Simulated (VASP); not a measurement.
Write the native input for VASP 6.6.1 that does the following.

```
Task                   : single point
Functional             : r2SCAN
Potentials or basis    : VASP PAW PBE potentials, release 64 (Sb, B, Bi_d)
Cutoff                 : 550 eV
k mesh                 : 4 × 4 × 2
Occupations            : gaussian, width 0.01 eV
Spin                   : no spin polarisation
Dipole correction      : no
Further INCAR settings : ALGO = Normal; EDIFF = 1e-06; NBANDS = 21
```

BiB2Sb:

```
Sb B Bi
1.0
     3.79320    0.00000    0.00000
     0.00000    3.79320    0.00000
     0.00000    0.00000    5.36456
Sb B Bi
1 2 1
Direct
  0.00000 0.00000 0.00000
  0.00000 0.50000 0.76182
  0.50000 0.00000 0.23818
  0.50000 0.50000 0.50000
```

These files were run (other wordings do the same):

POSCAR

```
BiB2Sb
1.0
    3.7932038786      0.0000000000      0.0000000000
    0.0000000000      3.7932038786      0.0000000000
    0.0000000000      0.0000000000      5.3645596183
Sb B Bi
1 2 1
Direct
    0.0000000000      0.0000000000      0.0000000000
    0.0000000000      0.5000000000      0.7618180394
    0.5000000000      0.0000000000      0.2381819606
    0.5000000000      0.5000000000      0.5000000000
```

INCAR.step1

```
PREC = Accurate
ENCUT = 550
ISMEAR = 0
SIGMA = 0.01
LREAL = F
LASPH = T
NELM = 120
NBANDS = 21
GGA = PE
ALGO = Normal
EDIFF = 1E-5
LWAVE = T
LCHARG = F
GGA_COMPAT = F
```

INCAR.step2

```
PREC = Accurate
ENCUT = 550
EDIFF = 1E-6
ISMEAR = 0
SIGMA = 0.01
LREAL = F
LASPH = T
NELM = 120
ALGO = Normal
ISIF = 2
LWAVE = F
LCHARG = T
METAGGA = R2SCAN
LMIXTAU = T
LELF = T
LVHAR = T
NBANDS = 21
ISTART = 1
GGA_COMPAT = F
```

KPOINTS

```
Automatic mesh
0
Gamma
  4 4 2
```

Potentials or basis: VASP PAW PBE potentials, release 64 (Sb, B, Bi_d).

Launch:

```console
$ cat potpaw_PBE.64/Sb/POTCAR potpaw_PBE.64/B/POTCAR potpaw_PBE.64/Bi_d/POTCAR > POTCAR
$ cp INCAR.step1 INCAR
$ mpirun -np 1 vasp_std > vasp.out
$ cp INCAR.step2 INCAR
$ mpirun -np 1 vasp_std > vasp.out
```

It gave:

The pressure is 0.2 GPa. The largest force is 0.004 eV/Å. The band gap on the k mesh is 0.79 eV (least direct gap 0.96 eV).

Caveat: the k points lie up to 0.59 Å⁻¹ apart; the PAW data sets were made with another functional, which shifts forces and pressure a little; spin-orbit coupling is left out, which moves the levels of the heavy elements.

Run time: 72 s on 1 thread of Intel(R) Xeon(R) Platinum 8259CL CPU @ 2.50GHz (Skylake/Cascade Lake) (shared host), peak memory 0.21 GiB.
